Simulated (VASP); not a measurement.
# Zr3S2 (R32) in VASP: settings compared

The runs below take Zr3S2 through single point, with PBE, PBE+U.

All numbers are computed with VASP 6.6.1; they aren't measurements. Logs are shortened: lines on timing, memory, paths and dates and some standing lists are left out, and cuts for length are marked.

## 1. The cell of the first run

The structure is trigonal, space group R32 (No. 155). Conventional cell: a = 5.805 Å, b = 5.805 Å, c = 10.463 Å, α = 90.00°, β = 90.00°, γ = 120.00°. Within 3.4 Å of Zr (site symmetry 2) lie 4 S at 2.61 to 2.62 Å and 4 Zr at 3.32 Å. Within 3.4 Å of S (site symmetry 3) lie 6 Zr at 2.61 to 2.62 Å and 3 S at 3.35 Å.

## 2. Single point, PBE

Input file INCAR:

```
PREC     = Accurate       # precision mode
ENCUT    = 520            # plane-wave cutoff, eV
EDIFF    = 1E-7           # SCF threshold, eV
ISMEAR   = 0              # smearing method
SIGMA    = 0.1            # smearing width, eV
LREAL    = F              # projectors in reciprocal space
LASPH    = T              # aspherical terms in the spheres
NELM     = 60             # most SCF steps
ALGO     = Normal         # electronic algorithm
ISIF     = 2              # what is computed and relaxed
LWAVE    = F              # write WAVECAR
LCHARG   = T              # write CHGCAR
GGA      = PE             # functional
LELF     = T              # ELF
LVHAR    = T            
NBANDS   = 32             # bands
```

Input file KPOINTS:

```
Automatic mesh
0
Gamma
  5 5 5
```

Input file POSCAR:

```
Zr3S2
1.0
    2.9025379727      1.6757810799      3.4877732718
   -2.9025379727      1.6757810799      3.4877732718
    0.0000000000     -3.3515621597      3.4877732718
Zr S
3 2
Direct
    0.8387270000      0.5000000000      0.1612730000
    0.5000000000      0.1612730000      0.8387270000
    0.1612730000      0.8387270000      0.5000000000
    0.6650230000      0.6650230000      0.6650230000
    0.3349770000      0.3349770000      0.3349770000
```

Potentials or basis: VASP PAW PBE potentials, release 64 (Zr_sv, S).

On the command line:

```sh
cat potpaw_PBE.64/Zr_sv/POTCAR potpaw_PBE.64/S/POTCAR > POTCAR
mpirun -np 1 vasp_std > vasp.out
```

OUTCAR:

```text
PREC = Accurate
   ENCUT = 520
   EDIFF = 1E-7
   ISMEAR = 0
   LREAL = F
   LASPH = T
   NELM = 60
   ISIF = 2
   GGA = PE

 ion  position               nearest neighbor table
   1  0.839  0.500  0.161-   4 2.61   5 2.61   4 2.62   5 2.62   3 3.32   3 3.32   2 3.32   2 3.32
                             2 3.41   3 3.41   3 3.49   2 3.49
   2  0.500  0.161  0.839-   5 2.61   4 2.61   5 2.62   4 2.62   3 3.32   3 3.32   1 3.32   1 3.32
                             1 3.41   3 3.41   3 3.49   1 3.49
   3  0.161  0.839  0.500-   4 2.61   5 2.61   4 2.62   5 2.62   2 3.32   1 3.32   1 3.32   2 3.32
                             1 3.41   2 3.41   1 3.49   2 3.49
   4  0.665  0.665  0.665-   1 2.61   2 2.61   3 2.61   1 2.62   3 2.62   2 2.62
   5  0.335  0.335  0.335-   2 2.61   1 2.61   3 2.61   2 2.62   3 2.62   1 2.62

  LATTYP: Found a trigonal (rhomboedric) cell.
 ALAT       =     4.8370994724
 COS(alpha) =     0.2798619160

  Lattice vectors:

 A1 = (   2.9025379727,   1.6757810799,   3.4877732718)
 A2 = (  -2.9025379727,   1.6757810799,   3.4877732718)
 A3 = (   0.0000000000,  -3.3515621597,   3.4877732718)

Analysis of symmetry for initial positions (statically):
=====================================================================
 Subroutine PRICEL returns:
 Original cell was already a primitive cell.

 Routine SETGRP: Setting up the symmetry group for a
 trigonal (rhombohedral) supercell.

 Subroutine GETGRP returns: Found  6 space group operations
 (whereof  6 operations were pure point group operations)
 out of a pool of 12 trial point group operations.

The static configuration has the point symmetry D_3 .

Analysis of symmetry for dynamics (positions and initial velocities):
=====================================================================
 Subroutine PRICEL returns:
 Original cell was already a primitive cell.

 Routine SETGRP: Setting up the symmetry group for a
 trigonal (rhombohedral) supercell.

 Subroutine GETGRP returns: Found  6 space group operations
 (whereof  6 operations were pure point group operations)
 out of a pool of 12 trial point group operations.

The dynamic configuration has the point symmetry D_3 .

 Subroutine INISYM returns: Found  6 space group operations
 (whereof  6 operations are pure point group operations),
 and found     1 'primitive' translations

----------------------------------------------------------------------------------------

                                     Primitive cell

  volume of cell :     101.7876

  direct lattice vectors                    reciprocal lattice vectors
     2.902537973  1.675781080  3.487773272     0.172263035  0.099456110  0.095571962
    -2.902537973  1.675781080  3.487773272    -0.172263035  0.099456110  0.095571962
     0.000000000 -3.351562160  3.487773272     0.000000000 -0.198912219  0.095571962

  length of vectors
     4.837099472  4.837099472  4.837099472     0.220680925  0.220680925  0.220680925

  position of ions in fractional coordinates (direct lattice)
     0.838727000  0.500000000  0.161273000
     0.500000000  0.161273000  0.838727000
     0.161273000  0.838727000  0.500000000
     0.665023000  0.665023000  0.665023000
     0.334977000  0.334977000  0.334977000

  ion indices of the primitive-cell ions
   primitive index   ion index
                 1           1
                 2           2
                 3           3
                 4           4
                 5           5

----------------------------------------------------------------------------------------

 KPOINTS: Automatic mesh

Automatic generation of k-mesh.
 Grid dimensions read from file:
 generate k-points for:    5    5    5

 Generating k-lattice:

  Cartesian coordinates                     Fractional coordinates (reciprocal lattice)
     0.034452607  0.019891222  0.019114392     0.200000000  0.000000000  0.000000000
    -0.034452607  0.019891222  0.019114392     0.000000000  0.200000000  0.000000000
     0.000000000 -0.039782444  0.019114392    -0.000000000 -0.000000000  0.200000000

  Length of vectors
     0.044136185  0.044136185  0.044136185

  Shift w.r.t. Gamma in fractional coordinates (k-lattice)
     0.000000000  0.000000000  0.000000000

 Subroutine IBZKPT returns following result:
 ===========================================

 Found     19 irreducible k-points:

 Following reciprocal coordinates:
            Coordinates               Weight
  0.000000  0.000000  0.000000      1.000000
  0.200000 -0.000000  0.000000      6.000000
  0.400000 -0.000000 -0.000000      6.000000
  0.200000  0.200000  0.000000      6.000000
  0.400000  0.200000 -0.000000     12.000000
 -0.400000  0.200000  0.000000     12.000000
[... 11 lines left out ...]
  0.400000  0.400000  0.400000      2.000000
 -0.400000  0.400000  0.400000      6.000000
   k-points           NKPTS =     19   k-points in BZ     NKDIM =     19   number of bands    NBANDS=     32
   number of dos      NEDOS =    301   number of ions     NIONS =      5
   total plane-waves  NPLWV =  46656
   dimension x,y,z NGX =    36 NGY =   36 NGZ =   36
   dimension x,y,z NGXF=    72 NGYF=   72 NGZF=   72
   ions per type =               3   2
   NGX,Y,Z   is equivalent  to a cutoff of  12.37, 12.37, 12.37 a.u.
   NGXF,Y,Z  is equivalent  to a cutoff of  24.75, 24.75, 24.75 a.u.
 SYSTEM =  unknown system
   PREC   = accura    normal or accurate (medium, high low for compatibility)
   ISTART =      0    job   : 0-new  1-cont  2-samecut
   ICHARG =      2    charge: 1-file 2-atom 10-const
   ISPIN  =      1    spin polarized calculation?
   LNONCOLLINEAR =      F non collinear calculations
   LSORBIT =      F    spin-orbit coupling
   LASPH  =      T    aspherical Exc in radial PAW
   ENCUT  =  520.0 eV  38.22 Ry    6.18 a.u.   8.99  8.99  8.99*2*pi/ulx,y,z
   NELM   =     60;   NELMIN=  2; NELMDL= -5     # of ELM steps
   EDIFF  = 0.1E-06   stopping-criterion for ELM
   LREAL  =      F    real-space projection
   EDIFFG = 0.1E-05   stopping-criterion for IOM
   NSW    =      0    number of steps for IOM
   IBRION =     -1    ionic relax: 0-MD 1-quasi-New 2-CG
   NFREE  =      0    steps in history (QN), initial steepest desc. (CG)
   ISIF   =      2    stress and relaxation
   ISYM   =      2    0-nonsym 1-usesym 2-fastsym
   POTIM  = 0.5000    time-step for ionic-motion
   TEBEG  =    0.0;   TEEND  =   0.0 temperature during run
   PSTRESS=    0.0 pullay stress
   NELECT =      48.0000    total number of electrons
   NUPDOWN=      -1.0000    fix difference up-down
   EMIN   =  10.00;   EMAX   =-10.00  energy-range for DOS
   EFERMI =   0.00;   METHOD = LEGACY
   ISMEAR =     0;   SIGMA  =   0.10  broadening in eV -4-tet -1-fermi 0-gaus
   EFERMI_NEDOS =   21; number of points for ismear=-14 and -15
   IALGO  =     38    algorithm
   IMIX   =      4    mixing-type and parameters
     AMIX     =   0.40;   BMIX     =  1.00
     AMIX_MAG =   1.60;   BMIX_MAG =  1.00
  volume/ion in A,a.u.               =      20.36       137.38
  Fermi-wavevector in a.u.,A,eV,Ry     =   1.274257  2.407996 22.092199  1.623731
  Thomas-Fermi vector in A             =   2.407035
   LORBIT       =      0    0 simple, 1 ext, 2 COOP (PROOUT), +10 PAW based schemes
   GGA     = PE    functional components
   LHFCALC =     F    Hartree Fock is set to
   AEXX    =    0.0000 exact exchange contribution
   IVDW    =     0    specifies the selected vdW correction
   LEPSILON=     F    determine dielectric tensor
   LRPA    =     F    only Hartree local field effects (RPA)
 non-spin polarized calculation
 Gauss-broadening in eV      SIGMA  =   0.10
  energy-cutoff  :      520.00
  volume of cell :      101.79
 maximum number of plane-waves:      2760
   NGX = 17   NGY = 17   NGZ = 17

 number of electron      47.9999998 magnetization

 Free energy of the ion-electron system (eV)
  ---------------------------------------------------
  ext. energy  EPLUGINS =         0.00000000
  ---------------------------------------------------
  free energy    TOTEN  =       -39.23588389 eV

  energy without entropy =      -39.22797532  energy(sigma->0) =      -39.23192960

 E-fermi :   8.8769     XC(G=0): -10.9101

 val. band max:        8.8394776671   @ k =   0.4000   0.4000   0.4000
 cond. band min:       8.9430978593   @ k =   0.2000   0.2000   0.2000
 fundamental gap:      0.1036201922
 Fermi energy:         8.8768607209

 k-point     1 :       0.0000    0.0000    0.0000
  band No.  band energies     occupation
      1     -40.2455      2.00000
      2     -40.1675      2.00000
      3     -40.1675      2.00000
      4     -18.4084      2.00000
      5     -18.4084      2.00000
      6     -18.4004      2.00000
[... 24 lines left out ...]
     31      12.1188      0.00000
     32      12.3324      0.00000

 k-point     2 :       0.2000   -0.0000    0.0000
  band No.  band energies     occupation
      1     -40.2375      2.00000
      2     -40.1754      2.00000
      3     -40.1674      2.00000
      4     -18.4671      2.00000
      5     -18.4543      2.00000
      6     -18.4257      2.00000
[... 24 lines left out ...]
     31      12.2020      0.00000
     32      12.4948      0.00000

 k-point     3 :       0.4000   -0.0000   -0.0000
  band No.  band energies     occupation
      1     -40.2172      2.00000
      2     -40.1932      2.00000
      3     -40.1696      2.00000
      4     -18.5000      2.00000
      5     -18.4881      2.00000
      6     -18.4030      2.00000
[... 24 lines left out ...]
     31      12.2949      0.00000
     32      12.4272      0.00000

 k-point     4 :       0.2000    0.2000    0.0000
  band No.  band energies     occupation
      1     -40.2351      2.00000
      2     -40.1773      2.00000
      3     -40.1676      2.00000
      4     -18.5092      2.00000
      5     -18.4584      2.00000
      6     -18.4190      2.00000
[... 24 lines left out ...]
     31      12.3544      0.00000
     32      12.4483      0.00000

 k-point     5 :       0.4000    0.2000   -0.0000
  band No.  band energies     occupation
      1     -40.2193      2.00000
      2     -40.1877      2.00000
      3     -40.1729      2.00000
      4     -18.5252      2.00000
      5     -18.4694      2.00000
      6     -18.4464      2.00000
[... 409 lines left out ...]
     31      11.9263      0.00000
     32      12.2644      0.00000

 k-point    17 :      -0.4000   -0.4000    0.2000
  band No.  band energies     occupation
      1     -40.2021      2.00000
      2     -40.1930      2.00000
      3     -40.1842      2.00000
      4     -18.6054      2.00000
      5     -18.5279      2.00000
      6     -18.3816      2.00000
[... 24 lines left out ...]
     31      11.9631      0.00000
     32      12.3368      0.00000

 k-point    18 :       0.4000    0.4000    0.4000
  band No.  band energies     occupation
      1     -40.2278      2.00000
      2     -40.1799      2.00000
      3     -40.1709      2.00000
      4     -18.6290      2.00000
      5     -18.4313      2.00000
      6     -18.3913      2.00000
[... 24 lines left out ...]
     31      11.3334      0.00000
     32      11.7039      0.00000

 k-point    19 :      -0.4000    0.4000    0.4000
  band No.  band energies     occupation
      1     -40.2192      2.00000
      2     -40.1822      2.00000
      3     -40.1773      2.00000
      4     -18.6378      2.00000
      5     -18.4941      2.00000
      6     -18.4272      2.00000
[... 24 lines left out ...]
     31      11.6822      0.00000
     32      12.0110      0.00000

------------------------ aborting loop because EDIFF is reached ----------------------------------------

  FORCE on cell =-STRESS in cart. coord.  units (eV):
  Direction    XX          YY          ZZ          XY          YZ          ZX
  --------------------------------------------------------------------------------------
  -------------------------------------------------------------------------------------
  Total       -0.5913582     -0.5913582     -0.4955690      0.0000000     -0.0000000      0.0000000
  in kB       -9.3082176     -9.3082176     -7.8004568      0.0000000     -0.0000000      0.0000000
  external PRESSURE =      -8.8056307 kB  Pullay stress =       0.0000000 kB

 VOLUME and BASIS-vectors are now :
 -----------------------------------------------------------------------------
  energy-cutoff  :      520.00
  volume of cell :      101.79
      direct lattice vectors                 reciprocal lattice vectors
     2.902537973  1.675781080  3.487773272     0.172263035  0.099456110  0.095571962
    -2.902537973  1.675781080  3.487773272    -0.172263035  0.099456110  0.095571962
     0.000000000 -3.351562160  3.487773272     0.000000000 -0.198912219  0.095571962

 POSITION                                       TOTAL-FORCE (eV/Angst)
 -----------------------------------------------------------------------------------
      0.98317      1.70290      5.23166        -0.035703     -0.061839      0.000000
      0.98317     -1.70290      5.23166        -0.035703      0.061839      0.000000
     -1.96634      0.00000      5.23166         0.071405      0.000000      0.000000
      0.00000      0.00000      6.95835        -0.000000     -0.000000     -0.009772
      0.00000      0.00000      3.50497        -0.000000      0.000000      0.009772
 -----------------------------------------------------------------------------------
    total drift:                               -0.000000      0.000000      0.000000

  FREE ENERGIE OF THE ION-ELECTRON SYSTEM (eV)
  ---------------------------------------------------
  free  energy   TOTEN  =       -39.2358838884 eV

  energy  without entropy=      -39.2279753192  energy(sigma->0) =      -39.23192960
```

It took 51 s on 1 thread of Intel Xeon 6975P-C, shared host; peak memory 0.22 GiB.

Results:

```yaml
Free_energy: -39.2359 eV
Pressure: -0.9 GPa
Largest_force: 0.071 eV/Å
Band_gap_on_the_k_mesh: zero (band 24 reaches 8.98 eV, above the bottom of band 25 at 8.77 eV)
```

Forces in eV/Å, atoms in the order of the input:
```
Zr  -0.036 -0.062  0.000
Zr  -0.036  0.062  0.000
Zr   0.071  0.000  0.000
S    0.000  0.000 -0.010
S    0.000  0.000  0.010
```

Levels at points of the mesh, in eV from the Fermi level:
| k point | band 20 | band 21 | band 22 | band 23 | band 24 | band 25 | band 26 | band 27 | band 28 | band 29 |
| --- | --- | --- | --- | --- | --- | --- | --- | --- | --- | --- |
| (0.00, 0.00, 0.00) | -4.08 | -2.60 | -1.82 | 0.10 | 0.10 | 0.70 | 0.70 | 2.00 | 2.75 | 2.75 |

## 3. Single point, PBE+U

Input file INCAR:

```
SYSTEM = Zr3S2
  PREC = Accurate
  ENCUT = 520
  EDIFF = 1E-7
  ISMEAR = 1
  SIGMA = 0.1
  LREAL = .False.
  LASPH = .True.
  NELM = 150
  ALGO = Normal
  ISIF = 2
  LWAVE = .False.
  LCHARG = .False.
  LMAXMIX = 4
  LDAU = .True.
  LDAUTYPE = 2
  LDAUL = 2 -1
  LDAUU = 5.3 0
  LDAUJ = 0 0
  LDAUPRINT = 1
  GGA = PE
  NBANDS = 32
```

Input file KPOINTS:

```
regular mesh
0
Gamma
  5 5 5
  0 0 0
```

POSCAR is that of step 2.

Potentials or basis: VASP PAW PBE potentials, release 64 (Zr_sv, S).

On the command line:

```sh
cat potpaw_PBE.64/Zr_sv/POTCAR potpaw_PBE.64/S/POTCAR > POTCAR
mpirun -np 1 vasp_std > vasp.out
```

Wall time 57 s (1 thread of Intel Xeon 6975P-C, shared host); peak memory 0.22 GiB.

The run converged. Its results:

```yaml
Free_energy: -28.9187 eV
Pressure: 8.4 GPa
Largest_force: 0.104 eV/Å
Band_gap_on_the_k_mesh: zero (band 24 reaches 9.56 eV, above the bottom of band 25 at 9.36 eV)
```

Forces on the atoms (eV/Å):
```
Zr   0.015  0.026  0.000
Zr   0.015 -0.026  0.000
Zr  -0.030  0.000  0.000
S    0.000  0.000 -0.104
S    0.000  0.000  0.104
```

Stress tensor (GPa, compression positive):
```
7.86 0.00 0.00
0.00 7.86 0.00
0.00 0.00 9.38
```

Levels at points of the mesh, in eV from the Fermi level:
| k point | band 20 | band 21 | band 22 | band 23 | band 24 | band 25 | band 26 | band 27 | band 28 | band 29 |
| --- | --- | --- | --- | --- | --- | --- | --- | --- | --- | --- |
| (0.00, 0.00, 0.00) | -4.35 | -2.90 | -1.79 | 0.06 | 0.06 | 0.92 | 0.92 | 2.00 | 3.38 | 3.38 |

Eigenvalues of the final occupation matrices:
| site | spin | trace | eigenvalues |
| --- | --- | --- | --- |
| site 1 d | 1 | 0.71 | 0.09 0.10 0.16 0.16 0.20 |
| site 1 d | 2 | 0.71 | 0.09 0.10 0.16 0.16 0.20 |
| site 2 d | 1 | 0.71 | 0.09 0.10 0.16 0.16 0.20 |
| site 2 d | 2 | 0.71 | 0.09 0.10 0.16 0.16 0.20 |
| site 3 d | 1 | 0.71 | 0.09 0.10 0.16 0.16 0.20 |
| site 3 d | 2 | 0.71 | 0.09 0.10 0.16 0.16 0.20 |

Caveat: U without spin polarisation on a metal has little footing.
